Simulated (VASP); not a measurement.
# Si (Fm-3m) in VASP: notebook

The runs below take Si through single point, with PBEsol.

All numbers are computed with VASP 6.6.1; they aren't measurements. Logs are shortened: lines on timing, memory, paths and dates and some standing lists are left out, and cuts for length are marked.

## (1) The cell of the first run

Symmetry: Fm-3m, No. 225, cubic system. Conventional cell: a = 3.404 Å, b = 3.404 Å, c = 3.404 Å, α = 90.00°, β = 90.00°, γ = 90.00°. Within 3.2 Å of Si (site symmetry m-3m) lie 12 Si at 2.41 Å.

## (2) Single point, PBEsol

Input file INCAR:

```
PREC     = Accurate       # precision mode
ENCUT    = 520            # plane-wave cutoff, eV
EDIFF    = 1E-6           # SCF threshold, eV
ISMEAR   = -1             # smearing method
SIGMA    = 0.05           # smearing width, eV
LREAL    = F              # projectors in reciprocal space
LASPH    = T              # aspherical terms in the spheres
NELM     = 60             # most SCF steps
ALGO     = Normal         # electronic algorithm
ISIF     = 2              # what is computed and relaxed
LWAVE    = F              # write WAVECAR
LCHARG   = F              # write CHGCAR
GGA      = PS             # functional
NBANDS   = 8              # bands
```

Input file KPOINTS:

```
Automatic mesh
0
Gamma
  19 19 19
```

Input file POSCAR:

```
Si
1.0
    0.0000000000      1.7018371314      1.7018371314
    1.7018371314      0.0000000000      1.7018371314
    1.7018371314      1.7018371314      0.0000000000
Si
1
Direct
    0.0000000000      0.0000000000      0.0000000000
```

Potentials or basis: VASP PAW PBE potentials, release 64 (Si).

Launch:

```console
$ cat potpaw_PBE.64/Si/POTCAR > POTCAR
$ mpirun -np 1 vasp_std > vasp.out
```

OUTCAR:

```text
PREC = Accurate
   ENCUT = 520
   EDIFF = 1E-6
   ISMEAR = -1
   LREAL = F
   LASPH = T
   NELM = 60
   ISIF = 2
   GGA = PS

 ion  position               nearest neighbor table
   1  0.000  0.000  0.000-

  LATTYP: Found a face centered cubic cell.
 ALAT       =     3.4036742628

  Lattice vectors:

 A1 = (   0.0000000000,   1.7018371314,   1.7018371314)
 A2 = (   1.7018371314,   0.0000000000,   1.7018371314)
 A3 = (   1.7018371314,   1.7018371314,   0.0000000000)

Analysis of symmetry for initial positions (statically):
=====================================================================
 Subroutine PRICEL returns:
 Original cell was already a primitive cell.

 Routine SETGRP: Setting up the symmetry group for a
 face centered cubic supercell.

 Subroutine GETGRP returns: Found 48 space group operations
 (whereof 48 operations were pure point group operations)
 out of a pool of 48 trial point group operations.

The static configuration has the point symmetry O_h .

Analysis of symmetry for dynamics (positions and initial velocities):
=====================================================================
 Subroutine PRICEL returns:
 Original cell was already a primitive cell.

 Routine SETGRP: Setting up the symmetry group for a
 face centered cubic supercell.

 Subroutine GETGRP returns: Found 48 space group operations
 (whereof 48 operations were pure point group operations)
 out of a pool of 48 trial point group operations.

The dynamic configuration has the point symmetry O_h .

 Subroutine INISYM returns: Found 48 space group operations
 (whereof 48 operations are pure point group operations),
 and found     1 'primitive' translations

----------------------------------------------------------------------------------------

                                     Primitive cell

  volume of cell :       9.8579

  direct lattice vectors                    reciprocal lattice vectors
     0.000000000  1.701837131  1.701837131    -0.293800147  0.293800147  0.293800147
     1.701837131  0.000000000  1.701837131     0.293800147 -0.293800147  0.293800147
     1.701837131  1.701837131  0.000000000     0.293800147  0.293800147 -0.293800147

  length of vectors
     2.406761152  2.406761152  2.406761152     0.508876783  0.508876783  0.508876783

  position of ions in fractional coordinates (direct lattice)
     0.000000000  0.000000000  0.000000000

  ion indices of the primitive-cell ions
   primitive index   ion index
                 1           1

----------------------------------------------------------------------------------------

 KPOINTS: Automatic mesh

Automatic generation of k-mesh.
 Grid dimensions read from file:
 generate k-points for:   19   19   19

 Generating k-lattice:

  Cartesian coordinates                     Fractional coordinates (reciprocal lattice)
    -0.015463166  0.015463166  0.015463166     0.052631579  0.000000000  0.000000000
     0.015463166 -0.015463166  0.015463166     0.000000000  0.052631579  0.000000000
     0.015463166  0.015463166 -0.015463166     0.000000000  0.000000000  0.052631579

  Length of vectors
     0.026782989  0.026782989  0.026782989

  Shift w.r.t. Gamma in fractional coordinates (k-lattice)
     0.000000000  0.000000000  0.000000000

 Subroutine IBZKPT returns following result:
 ===========================================

 Found    220 irreducible k-points:

 Following reciprocal coordinates:
            Coordinates               Weight
  0.000000  0.000000  0.000000      1.000000
  0.052632  0.000000  0.000000      8.000000
  0.105263  0.000000  0.000000      8.000000
  0.157895  0.000000  0.000000      8.000000
  0.210526  0.000000  0.000000      8.000000
  0.263158  0.000000  0.000000      8.000000
[... 16 lines left out ...]
 -0.315789  0.052632  0.000000     24.000000
 -0.263158  0.052632  0.000000     24.000000
 [... further k-points ...]
   k-points           NKPTS =    220   k-points in BZ     NKDIM =    220   number of bands    NBANDS=      8
   number of dos      NEDOS =    301   number of ions     NIONS =      1
   total plane-waves  NPLWV =   5832
   dimension x,y,z NGX =    18 NGY =   18 NGZ =   18
   dimension x,y,z NGXF=    36 NGYF=   36 NGZF=   36
   ions per type =               1
   NGX,Y,Z   is equivalent  to a cutoff of  12.43, 12.43, 12.43 a.u.
   NGXF,Y,Z  is equivalent  to a cutoff of  24.87, 24.87, 24.87 a.u.
 SYSTEM =  unknown system
   PREC   = accura    normal or accurate (medium, high low for compatibility)
   ISTART =      0    job   : 0-new  1-cont  2-samecut
   ICHARG =      2    charge: 1-file 2-atom 10-const
   ISPIN  =      1    spin polarized calculation?
   LNONCOLLINEAR =      F non collinear calculations
   LSORBIT =      F    spin-orbit coupling
   LASPH  =      T    aspherical Exc in radial PAW
   ENCUT  =  520.0 eV  38.22 Ry    6.18 a.u.   4.47  4.47  4.47*2*pi/ulx,y,z
   NELM   =     60;   NELMIN=  2; NELMDL= -5     # of ELM steps
   EDIFF  = 0.1E-05   stopping-criterion for ELM
   LREAL  =      F    real-space projection
   EDIFFG = 0.1E-04   stopping-criterion for IOM
   NSW    =      0    number of steps for IOM
   IBRION =     -1    ionic relax: 0-MD 1-quasi-New 2-CG
   NFREE  =      0    steps in history (QN), initial steepest desc. (CG)
   ISIF   =      2    stress and relaxation
   ISYM   =      2    0-nonsym 1-usesym 2-fastsym
   POTIM  = 0.5000    time-step for ionic-motion
   TEBEG  =    0.0;   TEEND  =   0.0 temperature during run
   PSTRESS=    0.0 pullay stress
   NELECT =       4.0000    total number of electrons
   NUPDOWN=      -1.0000    fix difference up-down
   EMIN   =  10.00;   EMAX   =-10.00  energy-range for DOS
   EFERMI =   0.00;   METHOD = LEGACY
   ISMEAR =    -1;   SIGMA  =   0.05  broadening in eV -4-tet -1-fermi 0-gaus
   EFERMI_NEDOS =   21; number of points for ismear=-14 and -15
   IALGO  =     38    algorithm
   IMIX   =      4    mixing-type and parameters
     AMIX     =   0.40;   BMIX     =  1.00
     AMIX_MAG =   1.60;   BMIX_MAG =  1.00
  volume/ion in A,a.u.               =       9.86        66.52
  Fermi-wavevector in a.u.,A,eV,Ry     =   1.211993  2.290335 19.985971  1.468927
  Thomas-Fermi vector in A             =   2.347491
   LORBIT       =      0    0 simple, 1 ext, 2 COOP (PROOUT), +10 PAW based schemes
   GGA     = PS    functional components
   LHFCALC =     F    Hartree Fock is set to
   AEXX    =    0.0000 exact exchange contribution
   IVDW    =     0    specifies the selected vdW correction
   LEPSILON=     F    determine dielectric tensor
   LRPA    =     F    only Hartree local field effects (RPA)
 non-spin polarized calculation
  energy-cutoff  :      520.00
  volume of cell :        9.86
 maximum number of plane-waves:       283
 NGX is ok and might be reduce to    18
   NGX =  9   NGY =  9   NGZ =  9

 number of electron       4.0000000 magnetization

 Free energy of the ion-electron system (eV)
  ---------------------------------------------------
  ext. energy  EPLUGINS =         0.00000000
  ---------------------------------------------------
  free energy    TOTEN  =        -4.67637027 eV

  energy without entropy =       -4.67369587  energy(sigma->0) =       -4.67503307

 E-fermi :  16.0935     XC(G=0): -12.8579

 val. band max:       16.0902103752   @ k =  -0.4211   0.3684   0.1579
 cond. band min:      16.2166652730   @ k =  -0.3158   0.4211   0.2105
 fundamental gap:      0.1264548978
 Fermi energy:        16.0934777777

 k-point     1 :       0.0000    0.0000    0.0000
  band No.  band energies     occupation
      1      -2.4682      2.00000
      2      29.5584      0.00000
      3      29.5584      0.00000
      4      29.5584      0.00000
      5      32.6038      0.00000
      6      32.6038      0.00000
      7      32.6038      0.00000
      8      35.8561      0.00000

 k-point     2 :       0.0526    0.0000    0.0000
  band No.  band energies     occupation
      1      -2.3642      2.00000
      2      27.9072      0.00000
      3      29.3014      0.00000
      4      29.3014      0.00000
      5      33.0216      0.00000
      6      33.0216      0.00000
      7      33.2311      0.00000
      8      36.8503      0.00000

 k-point     3 :       0.1053    0.0000    0.0000
  band No.  band energies     occupation
      1      -2.0527      2.00000
      2      25.1574      0.00000
      3      28.7837      0.00000
      4      28.7837      0.00000
      5      33.4317      0.00000
      6      33.9953      0.00000
      7      33.9953      0.00000
      8      37.0394      0.00000

 k-point     4 :       0.1579    0.0000    0.0000
  band No.  band energies     occupation
      1      -1.5349      2.00000
      2      22.3050      0.00000
      3      28.2737      0.00000
      4      28.2737      0.00000
      5      33.3005      0.00000
      6      34.8187      0.00000
      7      34.8187      0.00000
      8      36.1276      0.00000

 k-point     5 :       0.2105    0.0000    0.0000
  band No.  band energies     occupation
      1      -0.8129      2.00000
      2      19.5149      0.00000
      3      27.8688      0.00000
      4      27.8688      0.00000
      5      33.1185      0.00000
      6      33.8516      0.00000
      7      33.8516      0.00000
      8      37.2412      0.00000
[... 177 lines left out ...]
 k-point    22 :      -0.3684    0.0526    0.0000
  band No.  band energies     occupation
      1       3.1133      2.00000
      2      11.2519      2.00000
      3      25.4993      0.00000
      4      28.5084      0.00000
      5      29.2672      0.00000
      6      30.6694      0.00000
      7      33.9624      0.00000
      8      37.0687      0.00000

 k-point    23 :      -0.3158    0.0526    0.0000
  band No.  band energies     occupation
      1       1.7379      2.00000
      2      13.5727      2.00000
      3      25.4073      0.00000
      4      28.9783      0.00000
      5      29.6848      0.00000
      6      31.6657      0.00000
      7      33.7576      0.00000
      8      38.0880      0.00000

 k-point    24 :      -0.2632    0.0526    0.0000
  band No.  band energies     occupation
      1       0.5529      2.00000
      2      16.0508      1.40267
      3      25.4845      0.00000
      4      29.0711      0.00000
      5      30.7950      0.00000
      6      32.7992      0.00000
      7      33.7140      0.00000
      8      38.2338      0.00000

 [... further k-points ...]
[... 5 lines left out ...]
  --------------------------------------------------------------------------------------
  -------------------------------------------------------------------------------------
  Total        4.2622965      4.2622965      4.2622965     -0.0000000     -0.0000000     -0.0000000
  in kB      692.7399897    692.7399897    692.7399897     -0.0000000     -0.0000000     -0.0000000
  external PRESSURE =     692.7399897 kB  Pullay stress =       0.0000000 kB

 VOLUME and BASIS-vectors are now :
 -----------------------------------------------------------------------------
  energy-cutoff  :      520.00
  volume of cell :        9.86
      direct lattice vectors                 reciprocal lattice vectors
     0.000000000  1.701837131  1.701837131    -0.293800147  0.293800147  0.293800147
     1.701837131  0.000000000  1.701837131     0.293800147 -0.293800147  0.293800147
     1.701837131  1.701837131  0.000000000     0.293800147  0.293800147 -0.293800147

 POSITION                                       TOTAL-FORCE (eV/Angst)
 -----------------------------------------------------------------------------------
      0.00000      0.00000      0.00000         0.000000      0.000000      0.000000
 -----------------------------------------------------------------------------------
    total drift:                                0.000000     -0.000000     -0.000000

  FREE ENERGIE OF THE ION-ELECTRON SYSTEM (eV)
  ---------------------------------------------------
  free  energy   TOTEN  =        -4.6763702653 eV

  energy  without entropy=       -4.6736958729  energy(sigma->0) =       -4.67503307
```

Wall time 9.1 s (1 thread of AMD EPYC 7R13 (Zen 3), shared host); peak memory 0.09 GiB.

What came out:

* Free energy: -4.6764 eV
* Pressure: 69.3 GPa
* Band gap on the k mesh: zero (band 2 reaches 29.56 eV, above the bottom of band 3 at 12.82 eV)

Caveat: the PAW data sets were made with another functional, which shifts forces and pressure a little.

## (3) Single point, PBEsol

This run uses another cell than the first one, of 14.07 Å³/atom, 1.427 times its volume.

Input file INCAR:

```
SYSTEM = Si
ALGO = Normal ; EDIFF = 1E-6
ENCUT = 520 ; GGA = PS
ISIF = 2 ; ISMEAR = -1
LASPH = .TRUE. ; LCHARG = .TRUE.
LELF = .TRUE. ; LREAL = .FALSE.
LVHAR = .TRUE. ; LWAVE = .FALSE.
NBANDS = 8 ; NELM = 60
PREC = Accurate ; SIGMA = 0.05
```

Input file KPOINTS:

```
k-points
0
G
  17 17 17
  0 0 0
```

Input file POSCAR:

```
Si
1.0
    0.0000000000      1.9160484818      1.9160484818
    1.9160484818      0.0000000000      1.9160484818
    1.9160484818      1.9160484818      0.0000000000
Si
1
Direct
    0.0000000000      0.0000000000      0.0000000000
```

Potentials or basis: VASP PAW PBE potentials, release 64 (Si).

Launch:

```console
$ cat potpaw_PBE.64/Si/POTCAR > POTCAR
$ mpirun -np 1 vasp_std > vasp.out
```

Wall time 8.8 s (1 thread of AMD EPYC 7R13 (Zen 3), shared host); peak memory 0.09 GiB.

It converged, with:

| Property | Result |
| --- | --- |
| Free energy | -5.3413 eV |
| Pressure | 0.1 GPa |
| Band gap on the k mesh | zero (band 2 reaches 21.97 eV, above the bottom of band 3 at 7.42 eV) |

Levels at points of the mesh, in eV from the Fermi level:
```tsv
k point	band 1	band 2	band 3	band 4	band 5
(0.00, 0.00, 0.00)	-14.77	11.42	11.42	11.42	11.99
```

Caveat: the PAW data sets were made with another functional, which shifts forces and pressure a little.
